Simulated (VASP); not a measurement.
# SnSe (I4mm) in VASP: further runs

Runs on SnSe. Level: PBE+D3(BJ). Tasks: single point.

Program: VASP 6.6.1. These are calculated values, not measurements. Logs are shortened: lines on timing, memory, paths and dates and some standing lists are left out, and cuts for length are marked.

### 1 The cell of the first run

The structure is tetragonal, space group I4mm (No. 107). The conventional cell has a = 4.227 Å, b = 4.227 Å, c = 5.978 Å, α = 90.00°, β = 90.00°, γ = 90.00°. Within 3.6 Å of Sn (site symmetry 4mm) lie 6 Se at 2.76 to 3.21 Å. Se (site symmetry 4mm) has 6 Sn at 2.76 to 3.21 Å within 3.6 Å.

### 2 Single point, PBE+D3(BJ) (atom 2 (Se) moved by (+0.000, -0.225) A along [1 1 0] and z)

INCAR reads:

```
PREC     = Accurate       # precision mode
ENCUT    = 520            # plane-wave cutoff, eV
EDIFF    = 1E-6           # SCF threshold, eV
ISMEAR   = 0              # smearing method
SIGMA    = 0.05           # smearing width, eV
LREAL    = F              # projectors in reciprocal space
LASPH    = T              # aspherical terms in the spheres
NELM     = 60             # most SCF steps
ALGO     = Normal         # electronic algorithm
ISIF     = 2              # what is computed and relaxed
LWAVE    = F              # write WAVECAR
LCHARG   = F              # write CHGCAR
GGA      = PE             # functional
IVDW     = 12             # dispersion correction
NBANDS   = 17             # bands
```

KPOINTS reads:

```
Automatic mesh
0
Gamma
  10 10 10
```

POSCAR reads:

```
SnSe
1.0
    0.0000000000      2.9887688397      2.9887688397
    2.9887688397      0.0000000000      2.9887688397
    2.9887688397      2.9887688397      0.0000000000
Sn Se
1 1
Direct
    0.0000000000      0.0000000000      0.0000000000
    0.4623590829      0.4623590829      0.5376409171
```

Potentials or basis: VASP PAW PBE potentials, release 64 (Sn_d, Se).

Launch:

```console
cat potpaw_PBE.64/Sn_d/POTCAR potpaw_PBE.64/Se/POTCAR > POTCAR
mpirun -np 1 vasp_std > vasp.out
```

OUTCAR:

```text
PREC = Accurate
   ENCUT = 520
   EDIFF = 1E-6
   ISMEAR = 0
   LREAL = F
   LASPH = T
   NELM = 60
   ISIF = 2
   GGA = PE
   IVDW = 12
 IVDW          = 12

 ion  position               nearest neighbor table
   1  0.000  0.000  0.000-   2 2.76   2 3.00   2 3.00   2 3.00   2 3.00   2 3.21
   2  0.462  0.462  0.538-   1 2.76   1 3.00   1 3.00   1 3.00   1 3.00   1 3.21

  LATTYP: Found a face centered cubic cell.
 ALAT       =     5.9775376794

  Lattice vectors:

 A1 = (   0.0000000000,   2.9887688397,   2.9887688397)
 A2 = (   2.9887688397,   0.0000000000,   2.9887688397)
 A3 = (   2.9887688397,   2.9887688397,   0.0000000000)

Analysis of symmetry for initial positions (statically):
=====================================================================
 Subroutine PRICEL returns:
 Original cell was already a primitive cell.

 Routine SETGRP: Setting up the symmetry group for a
 face centered cubic supercell.

 Subroutine GETGRP returns: Found  8 space group operations
 (whereof  8 operations were pure point group operations)
 out of a pool of 48 trial point group operations.

The static configuration has the point symmetry C_4v.

Analysis of symmetry for dynamics (positions and initial velocities):
=====================================================================
 Subroutine PRICEL returns:
 Original cell was already a primitive cell.

 Routine SETGRP: Setting up the symmetry group for a
 face centered cubic supercell.

 Subroutine GETGRP returns: Found  8 space group operations
 (whereof  8 operations were pure point group operations)
 out of a pool of 48 trial point group operations.

The dynamic configuration has the point symmetry C_4v.

 Subroutine INISYM returns: Found  8 space group operations
 (whereof  8 operations are pure point group operations),
 and found     1 'primitive' translations

----------------------------------------------------------------------------------------

                                     Primitive cell

  volume of cell :      53.3958

  direct lattice vectors                    reciprocal lattice vectors
     0.000000000  2.988768840  2.988768840    -0.167292965  0.167292965  0.167292965
     2.988768840  0.000000000  2.988768840     0.167292965 -0.167292965  0.167292965
     2.988768840  2.988768840  0.000000000     0.167292965  0.167292965 -0.167292965
[... 80 lines left out ...]
   LSORBIT =      F    spin-orbit coupling
   LASPH  =      T    aspherical Exc in radial PAW
   ENCUT  =  520.0 eV  38.22 Ry    6.18 a.u.   7.86  7.86  7.86*2*pi/ulx,y,z
   NELM   =     60;   NELMIN=  2; NELMDL= -5     # of ELM steps
   EDIFF  = 0.1E-05   stopping-criterion for ELM
   LREAL  =      F    real-space projection
   EDIFFG = 0.1E-04   stopping-criterion for IOM
   NSW    =      0    number of steps for IOM
   IBRION =     -1    ionic relax: 0-MD 1-quasi-New 2-CG
   NFREE  =      0    steps in history (QN), initial steepest desc. (CG)
   ISIF   =      2    stress and relaxation
   ISYM   =      2    0-nonsym 1-usesym 2-fastsym
   POTIM  = 0.5000    time-step for ionic-motion
   TEBEG  =    0.0;   TEEND  =   0.0 temperature during run
   PSTRESS=    0.0 pullay stress
   NELECT =      20.0000    total number of electrons
   NUPDOWN=      -1.0000    fix difference up-down
   EMIN   =  10.00;   EMAX   =-10.00  energy-range for DOS
   EFERMI =   0.00;   METHOD = LEGACY
   ISMEAR =     0;   SIGMA  =   0.05  broadening in eV -4-tet -1-fermi 0-gaus
   EFERMI_NEDOS =   21; number of points for ismear=-14 and -15
   IALGO  =     38    algorithm
   IMIX   =      4    mixing-type and parameters
     AMIX     =   0.40;   BMIX     =  1.00
     AMIX_MAG =   1.60;   BMIX_MAG =  1.00
  volume/ion in A,a.u.               =      26.70       180.17
  Fermi-wavevector in a.u.,A,eV,Ry     =   1.180092  2.230050 18.947704  1.392617
  Thomas-Fermi vector in A             =   2.316391
   LORBIT       =      0    0 simple, 1 ext, 2 COOP (PROOUT), +10 PAW based schemes
   GGA     = PE    functional components
   LHFCALC =     F    Hartree Fock is set to
   AEXX    =    0.0000 exact exchange contribution
   IVDW    =    12    specifies the selected vdW correction
   LEPSILON=     F    determine dielectric tensor
   LRPA    =     F    only Hartree local field effects (RPA)
 non-spin polarized calculation
 Gauss-broadening in eV      SIGMA  =   0.05
  energy-cutoff  :      520.00
  volume of cell :       53.40
 maximum number of plane-waves:      1459
   NGX = 15   NGY = 15   NGZ = 15

 number of electron      20.0000009 magnetization

 Free energy of the ion-electron system (eV)
  ---------------------------------------------------
  ext. energy  EPLUGINS =         0.00000000
  ---------------------------------------------------
  free energy    TOTEN  =        -8.18378751 eV

  energy without entropy =       -8.18378751  energy(sigma->0) =       -8.18378751

 E-fermi :   6.0834     XC(G=0):  -9.6833

 val. band max:        5.8021531968   @ k =  -0.2000   0.2000   0.0000
 cond. band min:       6.3797488388   @ k =  -0.4000   0.1000   0.0000
 fundamental gap:      0.5775956419
 Fermi energy:         6.0833658909

 k-point     1 :       0.0000    0.0000    0.0000
  band No.  band energies     occupation
      1     -15.7439      2.00000
      2     -15.7421      2.00000
      3     -15.7359      2.00000
      4     -15.7335      2.00000
      5     -15.7335      2.00000
      6      -8.2456      2.00000
[... 457 lines left out ...]
      4     -15.7322      2.00000
      5     -15.7295      2.00000
      6      -8.0541      2.00000
[... 9 lines left out ...]
     16      12.7997      0.00000
     17      14.6080      0.00000

 [... further k-points ...]

------------------------ aborting loop because EDIFF is reached ----------------------------------------

 Edisp (eV)   -0.72240

 E8    (eV) :    -0.3256

  FORCE on cell =-STRESS in cart. coord.  units (eV):
  Direction    XX          YY          ZZ          XY          YZ          ZX
  --------------------------------------------------------------------------------------
  -------------------------------------------------------------------------------------
  Total       0.07312     0.07312     0.66345     0.00000    -0.00000     0.00000
  in kB       2.19403     2.19403    19.90734     0.00000    -0.00000     0.00000
  external pressure =        8.10 kB  Pullay stress =        0.00 kB

 VOLUME and BASIS-vectors are now :
 -----------------------------------------------------------------------------
  energy-cutoff  :      520.00
  volume of cell :       53.40
      direct lattice vectors                 reciprocal lattice vectors
     0.000000000  2.988768840  2.988768840    -0.167292965  0.167292965  0.167292965
     2.988768840  0.000000000  2.988768840     0.167292965 -0.167292965  0.167292965
     2.988768840  2.988768840  0.000000000     0.167292965  0.167292965 -0.167292965

 POSITION                                       TOTAL-FORCE (eV/Angst)
 -----------------------------------------------------------------------------------
      0.00000      0.00000      0.00000         0.000000      0.000000     -0.239108
      2.98877      2.98877      2.76377         0.000000      0.000000      0.239108
 -----------------------------------------------------------------------------------
    total drift:                                0.000000      0.000000     -0.000045

  FREE ENERGIE OF THE ION-ELECTRON SYSTEM (eV)
  ---------------------------------------------------
  free  energy   TOTEN  =        -8.9061903380 eV

  energy  without entropy=       -8.9061903380  energy(sigma->0) =       -8.90619034
```

stdout:

```text
POSCAR found type information on POSCAR SnSe
 POSCAR found :  2 types and       2 ions
 scaLAPACK will be used
 LDA part: xc-table for (Slater+PW92), standard interpolation
 POSCAR, INCAR and KPOINTS ok, starting setup
 FFT: planning ... GRIDC
 FFT: planning ... GRID_SOFT
 FFT: planning ... GRID
 WAVECAR not read
 entering main loop
```

Run time: 26 s. Hardware: 1 thread of Intel Xeon 6975P-C (Granite Rapids), shared host; peak memory 0.24 GiB.

Results:

```
Free energy                : -8.9062 eV
Pressure                   : 0.8 GPa
Largest force              : 0.239 eV/Å
Band gap on the k mesh     : 0.58 eV (least direct gap 0.64 eV)
Dispersion energy per atom : -0.361 eV
```

Forces in eV/Å, atoms in the order of the input:
```
Sn   0.000  0.000 -0.239
Se   0.000  0.000  0.239
```

Levels at points of the mesh, in eV from the valence-band top:
```tsv
k point	band 7	band 8	band 9	band 10	band 11	band 12	band 13	band 14
(0.00, 0.00, 0.00)	-4.93	-2.35	-2.19	-2.19	4.04	4.04	4.54	5.89
(0.50, 0.00, 0.00)	-8.12	-2.18	-2.01	-0.09	0.79	1.31	1.55	8.21
(0.50, 0.50, 0.00)	-6.64	-4.94	-3.72	-3.72	2.98	5.52	5.52	6.25
(0.00, 0.50, 0.50)	-6.02	-5.59	-3.68	-3.66	2.64	5.67	5.81	6.12
```

Caveat: the cell differs from its parent crystal (atom 2 (Se) moved by (+0.000, -0.225) A along [1 1 0] and z); semilocal functionals underestimate gaps, and a narrow one can read as zero; spin-orbit coupling is left out, which moves the levels of the heavy elements. A k mesh can miss the band edges.

### 3 Single point, PBE+D3(BJ), collinear spin

INCAR reads:

```
  PREC = Accurate
  ENCUT = 520
  EDIFF = 1E-6
  ISMEAR = 0
  SIGMA = 0.05
  LREAL = False
  LASPH = True
  NELM = 150
  ALGO = Normal
  ISIF = 2
  LWAVE = False
  LCHARG = False
  ISPIN = 2
  MAGMOM = 0.2 0.2
  LORBIT = 11
  GGA = PE
  IVDW = 12
  NBANDS = 21
```

KPOINTS is that of step 2.

POSCAR is that of step 2.

Potentials or basis: VASP PAW PBE potentials, release 64 (Sn_d, Se).

Launch:

```console
cat potpaw_PBE.64/Sn_d/POTCAR potpaw_PBE.64/Se/POTCAR > POTCAR
mpirun -np 1 vasp_std > vasp.out
```

OUTCAR:

```text
PREC = Accurate
   ENCUT = 520
   EDIFF = 1E-6
   ISMEAR = 0
   LREAL = False
   LASPH = True
   NELM = 150
   ISIF = 2
   ISPIN = 2
   LORBIT = 11
   GGA = PE
   IVDW = 12
 IVDW          = 12

 ion  position               nearest neighbor table
   1  0.000  0.000  0.000-   2 2.76   2 3.00   2 3.00   2 3.00   2 3.00   2 3.21
   2  0.462  0.462  0.538-   1 2.76   1 3.00   1 3.00   1 3.00   1 3.00   1 3.21

  LATTYP: Found a face centered cubic cell.
 ALAT       =     5.9775376794

  Lattice vectors:

 A1 = (   0.0000000000,   2.9887688397,   2.9887688397)
 A2 = (   2.9887688397,   0.0000000000,   2.9887688397)
 A3 = (   2.9887688397,   2.9887688397,   0.0000000000)

Analysis of symmetry for initial positions (statically):
=====================================================================
 Subroutine PRICEL returns:
 Original cell was already a primitive cell.

 Routine SETGRP: Setting up the symmetry group for a
 face centered cubic supercell.

[... 777 lines left out ...]
      5     -15.7340      1.00000
      6      -8.2458      1.00000
[... 565 lines left out ...]
     20      16.9447      0.00000
     21      22.9470      0.00000

 [... further k-points ...]

------------------------ aborting loop because EDIFF is reached ----------------------------------------

 Edisp (eV)   -0.72240

 E8    (eV) :    -0.3256

  FORCE on cell =-STRESS in cart. coord.  units (eV):
  Direction    XX          YY          ZZ          XY          YZ          ZX
  --------------------------------------------------------------------------------------
  -------------------------------------------------------------------------------------
  Total       0.07840     0.07840     0.66842     0.00000    -0.00000     0.00000
  in kB       2.35233     2.35233    20.05637     0.00000    -0.00000     0.00000
  external pressure =        8.25 kB  Pullay stress =        0.00 kB

 VOLUME and BASIS-vectors are now :
 -----------------------------------------------------------------------------
  energy-cutoff  :      520.00
  volume of cell :       53.40
      direct lattice vectors                 reciprocal lattice vectors
     0.000000000  2.988768840  2.988768840    -0.167292965  0.167292965  0.167292965
     2.988768840  0.000000000  2.988768840     0.167292965 -0.167292965  0.167292965
     2.988768840  2.988768840  0.000000000     0.167292965  0.167292965 -0.167292965

 POSITION                                       TOTAL-FORCE (eV/Angst)
 -----------------------------------------------------------------------------------
      0.00000      0.00000      0.00000         0.000000      0.000000     -0.238875
      2.98877      2.98877      2.76377         0.000000      0.000000      0.238875
 -----------------------------------------------------------------------------------
    total drift:                                0.000000      0.000000      0.000346

  FREE ENERGIE OF THE ION-ELECTRON SYSTEM (eV)
  ---------------------------------------------------
  free  energy   TOTEN  =        -8.9061903837 eV

  energy  without entropy=       -8.9061903837  energy(sigma->0) =       -8.90619038

 total charge

# of ion       s       p       d       tot
------------------------------------------
    1        1.386   0.706   9.994  12.085
    2        1.478   2.307   0.029   3.814
--------------------------------------------------
tot          2.864   3.013  10.023  15.899

 magnetization (x)

# of ion       s       p       d       tot
------------------------------------------
    1        0.000  -0.000   0.000   0.000
    2       -0.000   0.000   0.000   0.000
--------------------------------------------------
tot          0.000   0.000   0.000   0.000
```

stdout:

```text
POSCAR found type information on POSCAR SnSe
 POSCAR found :  2 types and       2 ions
 scaLAPACK will be used
 LDA part: xc-table for (Slater+PW92), standard interpolation
 POSCAR, INCAR and KPOINTS ok, starting setup
 FFT: planning ... GRIDC
 FFT: planning ... GRID_SOFT
 FFT: planning ... GRID
 WAVECAR not read
 entering main loop
```

Run time: 65 s. Hardware: 1 thread of Intel Xeon 6975P-C (Granite Rapids), shared host; peak memory 0.33 GiB.

What came out:

```
Free energy                                           : -8.9062 eV
Pressure                                              : 0.8 GPa
Largest force                                         : 0.239 eV/Å
Band gap on the k mesh                                : 0.58 eV (least direct gap 0.64 eV)
Net moment                                            : 0.00 μB per cell
Valence electrons inside the program's atomic spheres : Sn 12.09; Se 3.81
Dispersion energy per atom                            : -0.361 eV
```

Forces on the atoms (eV/Å):
```
Sn   0.000  0.000 -0.239
Se   0.000  0.000  0.239
```

Levels at points of the mesh, in eV from the valence-band top:
Spin up:
```tsv
k point	band 8	band 9	band 10	band 11	band 12	band 13
(0.00, 0.00, 0.00)	-2.35	-2.19	-2.19	4.04	4.04	4.54
(0.50, 0.00, 0.00)	-2.18	-2.01	-0.09	0.79	1.31	1.55
(0.50, 0.50, 0.00)	-4.94	-3.72	-3.72	2.98	5.52	5.52
(0.00, 0.50, 0.50)	-5.59	-3.68	-3.66	2.64	5.67	5.81
```
Spin down:
```csv
k point,band 8,band 9,band 10,band 11,band 12,band 13
"(0.00, 0.00, 0.00)",-2.35,-2.19,-2.19,4.04,4.04,4.54
"(0.50, 0.00, 0.00)",-2.18,-2.01,-0.09,0.79,1.31,1.55
"(0.50, 0.50, 0.00)",-4.94,-3.72,-3.72,2.98,5.52,5.52
"(0.00, 0.50, 0.50)",-5.59,-3.68,-3.66,2.64,5.67,5.81
```

Caveat: semilocal functionals underestimate gaps, and a narrow one can read as zero; spin-orbit coupling is left out, which moves the levels of the heavy elements.
